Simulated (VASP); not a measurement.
# BiAsSe (P4/mmm) in VASP: a series of runs, part 3 of 3

VASP 6.6.1. Earlier steps stand in the parts before.

## (6) Relaxation of cell and atoms, PBE

INCAR

```
PREC = Accurate
ENCUT = 600
EDIFF = 1E-6
ISMEAR = 0
SIGMA = 0.1
LREAL = False
LASPH = True
NELM = 60
ALGO = Normal
ISIF = 3
LWAVE = False
LCHARG = False
GGA = PE
IBRION = 2
NSW = 100
EDIFFG = -0.01
```

KPOINTS

```
regular mesh
0
Gamma
  12 12 8
```

POSCAR

```
BiAsSe
1.0
    4.1439370156      0.0000000000      0.0000000000
    0.0000000000      4.1439370156      0.0000000000
    0.0000000000      0.0000000000      5.5861442490
Bi As Se
1 1 1
Direct
    0.0000000000      0.0000000000      0.5000000000
    0.0000000000      0.0000000000      0.0000000000
    0.5000000000      0.5000000000      0.5000000000
```

Potentials or basis: VASP PAW PBE potentials, release 64 (Bi_d, As, Se).

Launch:

```
$ cat potpaw_PBE.64/Bi_d/POTCAR potpaw_PBE.64/As/POTCAR potpaw_PBE.64/Se/POTCAR > POTCAR
$ mpirun -np 1 vasp_std > vasp.out
```

OUTCAR:

```text
PREC = Accurate
   ENCUT = 600
   EDIFF = 1E-6
   ISMEAR = 0
   LREAL = False
   LASPH = True
   NELM = 60
   ISIF = 3
   GGA = PE
   IBRION = 2
   NSW = 100
   EDIFFG = -0.01

 ion  position               nearest neighbor table
   1  0.000  0.000  0.500-   2 2.79   2 2.79   3 2.93   3 2.93   3 2.93   3 2.93
   2  0.000  0.000  0.000-   1 2.79   1 2.79
   3  0.500  0.500  0.500-   1 2.93   1 2.93   1 2.93   1 2.93

  LATTYP: Found a simple tetragonal cell.
 ALAT       =     4.1439370156
 C/A-ratio  =     1.3480282707

  Lattice vectors:

 A1 = (   4.1439370156,   0.0000000000,   0.0000000000)
 A2 = (   0.0000000000,   4.1439370156,   0.0000000000)
 A3 = (   0.0000000000,   0.0000000000,   5.5861442490)

Analysis of symmetry for initial positions (statically):
=====================================================================
 Subroutine PRICEL returns:
 Original cell was already a primitive cell.

 Routine SETGRP: Setting up the symmetry group for a
 simple tetragonal supercell.

 Subroutine GETGRP returns: Found 16 space group operations
 (whereof 16 operations were pure point group operations)
 out of a pool of 16 trial point group operations.

The static configuration has the point symmetry D_4h.

Analysis of symmetry for dynamics (positions and initial velocities):
=====================================================================
 Subroutine PRICEL returns:
 Original cell was already a primitive cell.

 Routine SETGRP: Setting up the symmetry group for a
 simple tetragonal supercell.

 Subroutine GETGRP returns: Found 16 space group operations
 (whereof 16 operations were pure point group operations)
 out of a pool of 16 trial point group operations.

The dynamic configuration has the point symmetry D_4h.

 Subroutine INISYM returns: Found 16 space group operations
 (whereof 16 operations are pure point group operations),
 and found     1 'primitive' translations

----------------------------------------------------------------------------------------

                                     Primitive cell

  volume of cell :      95.9265

  direct lattice vectors                    reciprocal lattice vectors
     4.143937016  0.000000000  0.000000000     0.241316409  0.000000000  0.000000000
     0.000000000  4.143937016  0.000000000     0.000000000  0.241316409  0.000000000
     0.000000000  0.000000000  5.586144249     0.000000000  0.000000000  0.179014353

  length of vectors
     4.143937016  4.143937016  5.586144249     0.241316409  0.241316409  0.179014353

  position of ions in fractional coordinates (direct lattice)
     0.000000000  0.000000000  0.500000000
     0.000000000  0.000000000  0.000000000
     0.500000000  0.500000000  0.500000000

  ion indices of the primitive-cell ions
   primitive index   ion index
                 1           1
                 2           2
                 3           3

----------------------------------------------------------------------------------------

 KPOINTS: regular mesh

Automatic generation of k-mesh.
[... 47 lines left out ...]
 [... further k-points ...]
   k-points           NKPTS =    140   k-points in BZ     NKDIM =    140   number of bands    NBANDS=     17
   number of dos      NEDOS =    301   number of ions     NIONS =      3
   total plane-waves  NPLWV =  62208
   dimension x,y,z NGX =    36 NGY =   36 NGZ =   48
   dimension x,y,z NGXF=    72 NGYF=   72 NGZF=   96
   ions per type =               1   1   1
   NGX,Y,Z   is equivalent  to a cutoff of  14.44, 14.44, 14.28 a.u.
   NGXF,Y,Z  is equivalent  to a cutoff of  28.88, 28.88, 28.57 a.u.
 SYSTEM =  unknown system
   PREC   = accura    normal or accurate (medium, high low for compatibility)
   ISTART =      0    job   : 0-new  1-cont  2-samecut
   ICHARG =      2    charge: 1-file 2-atom 10-const
   ISPIN  =      1    spin polarized calculation?
   LNONCOLLINEAR =      F non collinear calculations
   LSORBIT =      F    spin-orbit coupling
   LASPH  =      T    aspherical Exc in radial PAW
   ENCUT  =  600.0 eV  44.10 Ry    6.64 a.u.   8.28  8.28 11.16*2*pi/ulx,y,z
   NELM   =     60;   NELMIN=  2; NELMDL= -5     # of ELM steps
   EDIFF  = 0.1E-05   stopping-criterion for ELM
   LREAL  =      F    real-space projection
   EDIFFG = -.1E-01   stopping-criterion for IOM
   NSW    =    100    number of steps for IOM
   IBRION =      2    ionic relax: 0-MD 1-quasi-New 2-CG
   NFREE  =      1    steps in history (QN), initial steepest desc. (CG)
   ISIF   =      3    stress and relaxation
   ISYM   =      2    0-nonsym 1-usesym 2-fastsym
   POTIM  = 0.5000    time-step for ionic-motion
   TEBEG  =    0.0;   TEEND  =   0.0 temperature during run
   PSTRESS=    0.0 pullay stress
   NELECT =      26.0000    total number of electrons
   NUPDOWN=      -1.0000    fix difference up-down
   EMIN   =  10.00;   EMAX   =-10.00  energy-range for DOS
   EFERMI =   0.00;   METHOD = LEGACY
   ISMEAR =     0;   SIGMA  =   0.10  broadening in eV -4-tet -1-fermi 0-gaus
   EFERMI_NEDOS =   21; number of points for ismear=-14 and -15
   IALGO  =     38    algorithm
   IMIX   =      4    mixing-type and parameters
     AMIX     =   0.40;   BMIX     =  1.00
     AMIX_MAG =   1.60;   BMIX_MAG =  1.00
  volume/ion in A,a.u.               =      31.98       215.78
  Fermi-wavevector in a.u.,A,eV,Ry     =   1.059465  2.002098 15.272068  1.122465
  Thomas-Fermi vector in A             =   2.194811
   LORBIT       =      0    0 simple, 1 ext, 2 COOP (PROOUT), +10 PAW based schemes
   GGA     = PE    functional components
   LHFCALC =     F    Hartree Fock is set to
   AEXX    =    0.0000 exact exchange contribution
   IVDW    =     0    specifies the selected vdW correction
   LEPSILON=     F    determine dielectric tensor
   LRPA    =     F    only Hartree local field effects (RPA)
 conjugate gradient relaxation of ions
 non-spin polarized calculation
 Gauss-broadening in eV      SIGMA  =   0.10
  energy-cutoff  :      600.00
  volume of cell :       95.93
 maximum number of plane-waves:      3230
 NGX is ok and might be reduce to    36
   NGX = 17   NGY = 17   NGZ = 23

--------------------------------------- Ionic step        1  -------------------------------------------

 number of electron      25.9999995 magnetization

 Free energy of the ion-electron system (eV)
  ---------------------------------------------------
  ext. energy  EPLUGINS =         0.00000000
  ---------------------------------------------------
  free energy    TOTEN  =       -10.53910944 eV

  energy without entropy =      -10.52242241  energy(sigma->0) =      -10.53076593

------------------------ aborting loop because EDIFF is reached ----------------------------------------

  FORCE on cell =-STRESS in cart. coord.  units (eV):
  Direction    XX          YY          ZZ          XY          YZ          ZX
  --------------------------------------------------------------------------------------
  -------------------------------------------------------------------------------------
  Total       -0.5028837     -0.5028837      2.2247489      0.0000000      0.0000000      0.0000000
  in kB       -8.3992344     -8.3992344     37.1580704      0.0000000      0.0000000      0.0000000
  external PRESSURE =       6.7865339 kB  Pullay stress =       0.0000000 kB
[... 135 lines left out ...]
--------------------------------------- Ionic step        5  -------------------------------------------

 number of electron      26.0000005 magnetization

 Free energy of the ion-electron system (eV)
  ---------------------------------------------------
  ext. energy  EPLUGINS =         0.00000000
  ---------------------------------------------------
  free energy    TOTEN  =       -10.58385992 eV

  energy without entropy =      -10.57064001  energy(sigma->0) =      -10.57724997

 E-fermi :   3.2638     XC(G=0):  -8.7670

 val. band max:        3.2635734451   @ k =   0.0000   0.0000   0.5000
 cond. band min:       3.2723266210   @ k =   0.2500   0.0000   0.2500
 fundamental gap:      0.0087531759
 Fermi energy:         3.2638343928

 k-point     1 :       0.0000    0.0000    0.0000
  band No.  band energies     occupation
      1     -20.0070      2.00000
      2     -19.9896      2.00000
      3     -19.9427      2.00000
      4     -19.9028      2.00000
      5     -19.9028      2.00000
      6     -10.9551      2.00000
[... 457 lines left out ...]
      4     -19.9094      2.00000
      5     -19.9078      2.00000
      6      -9.2212      2.00000
[... 9 lines left out ...]
     16       8.0705      0.00000
     17       8.5077      0.00000

 [... further k-points ...]

------------------------ aborting loop because EDIFF is reached ----------------------------------------

  FORCE on cell =-STRESS in cart. coord.  units (eV):
  Direction    XX          YY          ZZ          XY          YZ          ZX
  --------------------------------------------------------------------------------------
  -------------------------------------------------------------------------------------
  Total        0.0048757      0.0048757     -0.0059775      0.0000000      0.0000000      0.0000000
  in kB        0.0806406      0.0806406     -0.0988646      0.0000000      0.0000000      0.0000000
  external PRESSURE =       0.0208055 kB  Pullay stress =       0.0000000 kB
[... 18 lines left out ...]
  FREE ENERGIE OF THE ION-ELECTRON SYSTEM (eV)
  ---------------------------------------------------
  free  energy   TOTEN  =       -10.5838599243 eV

  energy  without entropy=      -10.5706400119  energy(sigma->0) =      -10.57724997

 reached required accuracy - stopping structural energy minimisation
```

CONTCAR:

```text
BiAsSe
   1.00000000000000
     4.0882831369586166    0.0000000000000000    0.0000000000000000
     0.0000000000000000    4.0882831369586166   -0.0000000000000000
     0.0000000000000000    0.0000000000000000    5.7957526316087371
  Bi              As              Se
     1     1     1
Direct
     0.0000000000000000    0.0000000000000000    0.5000000000000000
     0.0000000000000000    0.0000000000000000    0.0000000000000000
     0.5000000000000000    0.5000000000000000    0.5000000000000000

  0.00000000E+00  0.00000000E+00  0.00000000E+00
  0.00000000E+00  0.00000000E+00  0.00000000E+00
  0.00000000E+00  0.00000000E+00  0.00000000E+00
```

Wall time 9.9 min (1 thread of Intel Xeon Platinum 8375C at 2.90GHz (Ice Lake), shared host); peak memory 0.52 GiB.

Results:

```yaml
Free_energy: -10.5839 eV
Relaxed_volume: 32.29 Å³/atom
Relaxed_cell: a = 4.088 Å, b = 4.088 Å, c = 5.796 Å, α = 90.00°, β = 90.00°, γ = 90.00°
Space_group_after_relaxing_to_0.1_Å: P4/mmm (No. 123)
Energy_gained_by_relaxing: 14.9 meV/atom
Ionic_steps: 5
Pressure_after_relaxing: 0.0 GPa
Band_gap_on_the_k_mesh: zero (bands 13 and 14 overlap by 1.69 eV)
```

Step by step:
```csv
step,energy change (eV),largest force (eV/Å),pressure (GPa),volume (Å³)
1,0.0000,0.0000,0.68,95.93
2,-0.0429,0.0000,-0.40,97.76
3,-0.0430,0.0000,-0.45,97.88
4,-0.0447,0.0000,0.10,96.66
5,-0.0448,0.0000,0.00,96.87
```

Final structure:
```xyz
3
Lattice="4.0883 0.0000 0.0000 0.0000 4.0883 0.0000 0.0000 0.0000 5.7958" Properties=species:S:1:pos:R:3 pbc="T T T"
Bi    0.0000    0.0000    2.8979
As    0.0000    0.0000    0.0000
Se    2.0441    2.0441    2.8979
```

Levels at points of the mesh, in eV from the Fermi level:
```csv
k point,band 10,band 11,band 12,band 13,band 14,band 15,band 16,band 17
"(0.00, 0.00, 0.00)",-3.51,-3.51,-0.43,0.72,0.72,3.90,4.83,4.83
"(0.50, 0.00, 0.00)",-1.84,-1.68,-1.66,-0.75,-0.38,0.61,1.91,5.69
"(0.50, 0.50, 0.00)",-5.61,-3.39,-1.25,-0.71,-0.71,4.48,4.48,5.25
"(0.00, 0.00, 0.50)",-3.43,-2.37,0.00,0.55,0.55,1.90,4.16,4.40
"(0.50, 0.00, 0.50)",-1.67,-1.13,-0.19,0.08,0.31,0.58,0.69,0.84
"(0.50, 0.50, 0.50)",-5.51,-1.42,-1.20,-1.20,0.57,1.23,5.55,5.55
```

Caveat: spin-orbit coupling is left out, which moves the levels of the heavy elements.

## (7) Overview

| task | cell | k mesh | cutoff (eV) | gap on the mesh (eV) | pressure (GPa) | relaxed volume (Å³/atom) |
| --- | --- | --- | --- | --- | --- | --- |
| single point | a = 4.144, b = 4.144, c = 5.586 Å, 3 atoms | 4 × 4 × 4 | 520 | none | 0.0 | - |
| single point | a = 4.166, b = 4.166, c = 5.912 Å, 3 atoms | 4 × 4 × 4 | 520 | none | -2.5 | - |
| relaxation of cell and atoms | relaxed from a = 4.166, b = 4.166, c = 5.912 Å, 3 atoms | 4 × 4 × 4 | 600 | none | 0.0 | 32.01 |
| single point | a = 4.088, b = 4.088, c = 5.794 Å, 3 atoms | 12 × 12 × 8 | 520 | none | 0.0 | - |
| relaxation of cell and atoms | relaxed from a = 4.144, b = 4.144, c = 5.586 Å, 3 atoms | 12 × 12 × 8 | 600 | none | 0.0 | 32.29 |

Alike in all rows: level PBE; potentials or basis VASP PAW PBE potentials, release 64 (Bi_d, As, Se); no spin polarisation; smearing gaussian 0.1 eV.

Caveats: some runs use coarse meshes; spin-orbit coupling is left out, which moves the levels of the heavy elements.

Absolute energies hang on the potentials; compare differences alone.
